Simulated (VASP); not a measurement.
# C in VASP: a series of runs

Runs on C. Level: PBE. Tasks: single point.

Everything below comes from runs of VASP 6.6.1. Logs are shortened: lines on timing, memory, paths and dates and some standing lists are left out, and cuts for length are marked.

## Step 1: The cell of the first run

Symmetry: Fd-3m, No. 227, cubic system. The conventional cell has a = 3.572 Å, b = 3.572 Å, c = 3.572 Å, α = 90.00°, β = 90.00°, γ = 90.00°. C (site symmetry -43m) has 4 C at 1.55 Å within 2.1 Å.

## Step 2: Single point, PBE

File INCAR:

```
ALGO = Normal
EDIFF = 1E-6
ENCUT = 520
GGA = PE
ISIF = 2
ISMEAR = 0
LASPH = True
LCHARG = True
LELF = True
LREAL = False
LVHAR = True
LWAVE = False
NBANDS = 11
NELM = 60
PREC = Accurate
SIGMA = 0.05
```

File KPOINTS:

```
k-points
0
Gamma
  12 12 12
```

File POSCAR:

```
C
1.0
    0.0000000000      1.7858429925      1.7858429925
    1.7858429925      0.0000000000      1.7858429925
    1.7858429925      1.7858429925      0.0000000000
C
2
Direct
    0.5000000000      0.5000000000      0.5000000000
    0.7500000000      0.7500000000      0.7500000000
```

Potentials or basis: VASP PAW PBE potentials, release 64 (C).

Launch:

```bash
> cat potpaw_PBE.64/C/POTCAR > POTCAR
> mpirun -np 1 vasp_std > vasp.out
```

OUTCAR:

```text
EDIFF = 1E-6
   ENCUT = 520
   GGA = PE
   ISIF = 2
   ISMEAR = 0
   LASPH = True
   LREAL = False
   NELM = 60
   PREC = Accurate

 ion  position               nearest neighbor table
   1  0.500  0.500  0.500-   2 1.55   2 1.55   2 1.55   2 1.55
   2  0.750  0.750  0.750-   1 1.55   1 1.55   1 1.55   1 1.55

  LATTYP: Found a face centered cubic cell.
 ALAT       =     3.5716859850

  Lattice vectors:

 A1 = (   0.0000000000,   1.7858429925,   1.7858429925)
 A2 = (   1.7858429925,   0.0000000000,   1.7858429925)
 A3 = (   1.7858429925,   1.7858429925,   0.0000000000)

Analysis of symmetry for initial positions (statically):
=====================================================================
 Subroutine PRICEL returns:
 Original cell was already a primitive cell.

 Routine SETGRP: Setting up the symmetry group for a
 face centered cubic supercell.

 Subroutine GETGRP returns: Found 48 space group operations
 (whereof 24 operations were pure point group operations)
 out of a pool of 48 trial point group operations.

The static configuration has the point symmetry T_d .
 The point group associated with its full space group is O_h .

Analysis of symmetry for dynamics (positions and initial velocities):
=====================================================================
 Subroutine PRICEL returns:
 Original cell was already a primitive cell.

 Routine SETGRP: Setting up the symmetry group for a
 face centered cubic supercell.

 Subroutine GETGRP returns: Found 48 space group operations
 (whereof 24 operations were pure point group operations)
 out of a pool of 48 trial point group operations.

The dynamic configuration has the point symmetry T_d .
 The point group associated with its full space group is O_h .

 Subroutine INISYM returns: Found 48 space group operations
 (whereof 24 operations are pure point group operations),
 and found     1 'primitive' translations

----------------------------------------------------------------------------------------

                                     Primitive cell

  volume of cell :      11.3909

  direct lattice vectors                    reciprocal lattice vectors
     0.000000000  1.785842992  1.785842992    -0.279979820  0.279979820  0.279979820
     1.785842992  0.000000000  1.785842992     0.279979820 -0.279979820  0.279979820
     1.785842992  1.785842992  0.000000000     0.279979820  0.279979820 -0.279979820

  length of vectors
     2.525563380  2.525563380  2.525563380     0.484939274  0.484939274  0.484939274

  position of ions in fractional coordinates (direct lattice)
     0.500000000  0.500000000  0.500000000
     0.750000000  0.750000000  0.750000000

  ion indices of the primitive-cell ions
   primitive index   ion index
                 1           1
                 2           2

----------------------------------------------------------------------------------------

 KPOINTS: k-points

Automatic generation of k-mesh.
 Grid dimensions read from file:
 generate k-points for:   12   12   12

 Generating k-lattice:

  Cartesian coordinates                     Fractional coordinates (reciprocal lattice)
    -0.023331652  0.023331652  0.023331652     0.083333333  0.000000000  0.000000000
     0.023331652 -0.023331652  0.023331652     0.000000000  0.083333333  0.000000000
     0.023331652  0.023331652 -0.023331652     0.000000000  0.000000000  0.083333333

  Length of vectors
     0.040411606  0.040411606  0.040411606

  Shift w.r.t. Gamma in fractional coordinates (k-lattice)
     0.000000000  0.000000000  0.000000000

 Subroutine IBZKPT returns following result:
 ===========================================

 Found     72 irreducible k-points:

 Following reciprocal coordinates:
            Coordinates               Weight
  0.000000  0.000000  0.000000      1.000000
  0.083333  0.000000  0.000000      8.000000
  0.166667  0.000000  0.000000      8.000000
  0.250000  0.000000  0.000000      8.000000
  0.333333  0.000000  0.000000      8.000000
  0.416667  0.000000  0.000000      8.000000
[... 16 lines left out ...]
  0.500000  0.166667  0.000000     24.000000
 -0.416667  0.166667  0.000000     24.000000
 [... further k-points ...]
   k-points           NKPTS =     72   k-points in BZ     NKDIM =     72   number of bands    NBANDS=     11
   number of dos      NEDOS =    301   number of ions     NIONS =      2
   total plane-waves  NPLWV =   8000
   dimension x,y,z NGX =    20 NGY =   20 NGZ =   20
   dimension x,y,z NGXF=    40 NGYF=   40 NGZF=   40
   ions per type =               2
   NGX,Y,Z   is equivalent  to a cutoff of  13.17, 13.17, 13.17 a.u.
   NGXF,Y,Z  is equivalent  to a cutoff of  26.33, 26.33, 26.33 a.u.
 SYSTEM =  unknown system
   PREC   = accura    normal or accurate (medium, high low for compatibility)
   ISTART =      0    job   : 0-new  1-cont  2-samecut
   ICHARG =      2    charge: 1-file 2-atom 10-const
   ISPIN  =      1    spin polarized calculation?
   LNONCOLLINEAR =      F non collinear calculations
   LSORBIT =      F    spin-orbit coupling
   LASPH  =      T    aspherical Exc in radial PAW
   ENCUT  =  520.0 eV  38.22 Ry    6.18 a.u.   4.70  4.70  4.70*2*pi/ulx,y,z
   NELM   =     60;   NELMIN=  2; NELMDL= -5     # of ELM steps
   EDIFF  = 0.1E-05   stopping-criterion for ELM
   LREAL  =      F    real-space projection
   EDIFFG = 0.1E-04   stopping-criterion for IOM
   NSW    =      0    number of steps for IOM
   IBRION =     -1    ionic relax: 0-MD 1-quasi-New 2-CG
   NFREE  =      0    steps in history (QN), initial steepest desc. (CG)
   ISIF   =      2    stress and relaxation
   ISYM   =      2    0-nonsym 1-usesym 2-fastsym
   POTIM  = 0.5000    time-step for ionic-motion
   TEBEG  =    0.0;   TEEND  =   0.0 temperature during run
   PSTRESS=    0.0 pullay stress
   NELECT =       8.0000    total number of electrons
   NUPDOWN=      -1.0000    fix difference up-down
   EMIN   =  10.00;   EMAX   =-10.00  energy-range for DOS
   EFERMI =   0.00;   METHOD = LEGACY
   ISMEAR =     0;   SIGMA  =   0.05  broadening in eV -4-tet -1-fermi 0-gaus
   EFERMI_NEDOS =   21; number of points for ismear=-14 and -15
   IALGO  =     38    algorithm
   IMIX   =      4    mixing-type and parameters
     AMIX     =   0.40;   BMIX     =  1.00
     AMIX_MAG =   1.60;   BMIX_MAG =  1.00
  volume/ion in A,a.u.               =       5.70        38.43
  Fermi-wavevector in a.u.,A,eV,Ry     =   1.455185  2.749901 28.811200  2.117563
  Thomas-Fermi vector in A             =   2.572249
   LORBIT       =      0    0 simple, 1 ext, 2 COOP (PROOUT), +10 PAW based schemes
   GGA     = PE    functional components
   LHFCALC =     F    Hartree Fock is set to
   AEXX    =    0.0000 exact exchange contribution
   IVDW    =     0    specifies the selected vdW correction
   LEPSILON=     F    determine dielectric tensor
   LRPA    =     F    only Hartree local field effects (RPA)
 non-spin polarized calculation
 Gauss-broadening in eV      SIGMA  =   0.05
  energy-cutoff  :      520.00
  volume of cell :       11.39
 maximum number of plane-waves:       331
   NGX =  9   NGY =  9   NGZ =  9

 number of electron       7.9999999 magnetization

 Free energy of the ion-electron system (eV)
  ---------------------------------------------------
  ext. energy  EPLUGINS =         0.00000000
  ---------------------------------------------------
  free energy    TOTEN  =       -18.18576999 eV

  energy without entropy =      -18.18576999  energy(sigma->0) =      -18.18576999

 E-fermi :   9.9614     XC(G=0): -13.2301

 val. band max:        9.6698606009   @ k =   0.0000   0.0000   0.0000
 cond. band min:      13.8135689787   @ k =   0.3333   0.3333   0.0000
 fundamental gap:      4.1437083778
 Fermi energy:         9.9613896858

 k-point     1 :       0.0000    0.0000    0.0000
  band No.  band energies     occupation
      1     -11.7515      2.00000
      2       9.6699      2.00000
      3       9.6699      2.00000
      4       9.6699      2.00000
      5      15.2485      0.00000
      6      15.2485      0.00000
      7      15.2485      0.00000
      8      22.9067      0.00000
      9      28.9107      0.00000
     10      36.1589      0.00000
     11      36.1589      0.00000

 k-point     2 :       0.0833    0.0000    0.0000
  band No.  band energies     occupation
      1     -11.5597      2.00000
      2       8.4479      2.00000
      3       9.3489      2.00000
      4       9.3489      2.00000
      5      15.6694      0.00000
      6      15.6694      0.00000
      7      15.9584      0.00000
      8      23.0751      0.00000
      9      29.2307      0.00000
     10      34.0412      0.00000
     11      34.0412      0.00000

 k-point     3 :       0.1667    0.0000    0.0000
  band No.  band energies     occupation
      1     -10.9867      2.00000
      2       5.9253      2.00000
      3       8.6513      2.00000
      4       8.6513      2.00000
      5      16.5849      0.00000
      6      16.5849      0.00000
      7      17.0370      0.00000
      8      23.5593      0.00000
      9      29.9000      0.00000
     10      32.4500      0.00000
     11      32.4500      0.00000

 k-point     4 :       0.2500    0.0000    0.0000
  band No.  band energies     occupation
      1     -10.0409      2.00000
      2       3.0985      2.00000
      3       7.9315      2.00000
      4       7.9315      2.00000
      5      17.4396      0.00000
      6      17.4396      0.00000
      7      17.7768      0.00000
      8      24.2391      0.00000
      9      30.3280      0.00000
     10      32.0330      0.00000
     11      32.0330      0.00000
[... 239 lines left out ...]
 k-point    22 :       0.4167    0.1667    0.0000
  band No.  band energies     occupation
      1      -7.5919      2.00000
      2      -0.0748      2.00000
      3       5.4125      2.00000
      4       5.6336      2.00000
      5      16.3307      0.00000
      6      20.6302      0.00000
      7      20.7320      0.00000
      8      22.3230      0.00000
      9      30.6934      0.00000
     10      32.0529      0.00000
     11      37.0181      0.00000

 k-point    23 :       0.5000    0.1667    0.0000
  band No.  band energies     occupation
      1      -6.0177      2.00000
      2      -2.3046      2.00000
      3       4.6978      2.00000
      4       5.7202      2.00000
      5      16.7523      0.00000
      6      20.3621      0.00000
      7      20.8440      0.00000
      8      23.9162      0.00000
      9      29.7624      0.00000
     10      33.4130      0.00000
     11      36.2050      0.00000

 k-point    24 :      -0.4167    0.1667    0.0000
  band No.  band energies     occupation
      1      -5.5913      2.00000
      2      -2.8168      2.00000
      3       4.2135      2.00000
      4       6.0968      2.00000
      5      17.1881      0.00000
      6      19.8743      0.00000
      7      20.8219      0.00000
      8      25.0621      0.00000
      9      29.0715      0.00000
     10      33.8116      0.00000
     11      34.1667      0.00000

 [... further k-points ...]
[... 5 lines left out ...]
  --------------------------------------------------------------------------------------
  -------------------------------------------------------------------------------------
  Total        0.0445583      0.0445583      0.0445583      0.0000000     -0.0000000     -0.0000000
  in kB        6.2672821      6.2672821      6.2672821      0.0000000     -0.0000000     -0.0000000
  external PRESSURE =       6.2672821 kB  Pullay stress =       0.0000000 kB

 VOLUME and BASIS-vectors are now :
 -----------------------------------------------------------------------------
  energy-cutoff  :      520.00
  volume of cell :       11.39
      direct lattice vectors                 reciprocal lattice vectors
     0.000000000  1.785842992  1.785842992    -0.279979820  0.279979820  0.279979820
     1.785842992  0.000000000  1.785842992     0.279979820 -0.279979820  0.279979820
     1.785842992  1.785842992  0.000000000     0.279979820  0.279979820 -0.279979820

 POSITION                                       TOTAL-FORCE (eV/Angst)
 -----------------------------------------------------------------------------------
      1.78584      1.78584      1.78584         0.000000      0.000000      0.000000
      2.67876      2.67876      2.67876        -0.000000     -0.000000     -0.000000
 -----------------------------------------------------------------------------------
    total drift:                                0.000000     -0.000000      0.000000

  FREE ENERGIE OF THE ION-ELECTRON SYSTEM (eV)
  ---------------------------------------------------
  free  energy   TOTEN  =       -18.1857699900 eV

  energy  without entropy=      -18.1857699900  energy(sigma->0) =      -18.18576999
```

It took 5.9 s on 1 thread of Intel Xeon Platinum 8559C (Emerald Rapids), shared host; peak memory 0.11 GiB.

What came out:

```
Free energy            : -18.1858 eV
Pressure               : 0.6 GPa
Band gap on the k mesh : 4.14 eV, indirect (least direct gap 5.58 eV)
```

Levels at points of the mesh, in eV from the valence-band top:
```tsv
k point	band 2	band 3	band 4	band 5	band 6	band 7
(0.00, 0.00, 0.00)	0.00	0.00	0.00	5.58	5.58	5.58
(0.50, 0.00, 0.00)	-13.33	-2.79	-2.79	8.44	8.44	8.79
(0.50, 0.50, 0.00)	-12.73	-6.27	-6.27	4.75	4.75	16.75
```

(Part 1 of 3 ends here.)
